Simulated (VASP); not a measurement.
## Ga: single point with LDA

Ga:

```
Ga
1.0
     2.20858   -3.74550   -0.24846
     2.20858    3.74550   -0.24846
    -0.49940    0.00000    4.10614
Ga
4
Direct
  0.15602 0.84398 0.08450
  0.65602 0.34398 0.41550
  0.84398 0.15602 0.91550
  0.34398 0.65602 0.58450
```

This cell differs from its parent crystal: engineering shear strain xz -0.2250, normal strain along z -0.0750.

```
Program                : VASP 6.6.1
Task                   : single point
Functional             : LDA
Potentials or basis    : VASP PAW LDA potentials, release 64 (Ga_d)
Cutoff                 : 520 eV
k mesh                 : 10 × 10 × 10
Occupations            : gaussian, width 0.15 eV
Spin                   : no spin polarisation
Dipole correction      : no
Further INCAR settings : ALGO = Fast; EDIFF = 1e-07; NBANDS = 34
```

The pressure is 12.6 GPa and the largest force is 1.171 eV/Å. The band gap on the k mesh is zero (bands 26 and 27 overlap by 2.56 eV).

Forces in eV/Å, atoms in the order of the input:
```
Ga  -0.899  0.504 -0.556
Ga   0.899  0.504  0.556
Ga   0.899 -0.504  0.556
Ga  -0.899 -0.504 -0.556
```

Stress tensor (GPa, compression positive):
```
17.79  0.00 10.39
 0.00  5.95  0.00
10.39  0.00 14.07
```

Levels at points of the mesh, in eV from the Fermi level:
| k point | band 22 | band 23 | band 24 | band 25 | band 26 | band 27 | band 28 | band 29 | band 30 | band 31 |
| --- | --- | --- | --- | --- | --- | --- | --- | --- | --- | --- |
| (0.00, 0.00, 0.00) | -3.62 | -3.41 | -2.66 | -2.04 | -1.61 | 0.17 | 0.68 | 0.80 | 2.65 | 5.03 |
| (0.50, 0.00, 0.00) | -9.71 | -4.50 | -3.73 | -2.39 | -0.20 | 0.63 | 3.63 | 3.81 | 4.31 | 5.97 |
| (0.50, 0.50, 0.00) | -8.33 | -4.31 | -4.16 | -1.33 | -0.73 | 0.92 | 1.51 | 2.01 | 2.51 | 6.98 |
| (0.00, 0.00, 0.50) | -10.09 | -2.18 | -2.18 | -0.56 | -0.56 | 1.64 | 1.64 | 1.84 | 1.84 | 3.65 |
| (0.50, 0.00, 0.50) | -7.85 | -6.47 | -6.20 | -2.85 | -1.29 | -0.49 | 1.11 | 5.64 | 6.65 | 7.96 |
| (0.50, 0.50, 0.50) | -8.33 | -6.16 | -6.16 | -2.85 | -2.85 | 0.41 | 0.41 | 7.14 | 7.14 | 8.02 |

Wall time 17 min on 1 thread of Oxide Virtual Turin-like Processor (shared host), peak memory 0.47 GiB.

Caveat: the cell differs from its parent crystal (engineering shear strain xz -0.2250, normal strain along z -0.0750); the stress differs along the axes, from 6 to 18 GPa; forces of over 1 eV/Å act on the atoms, so gaps and moduli don't describe the material at rest.
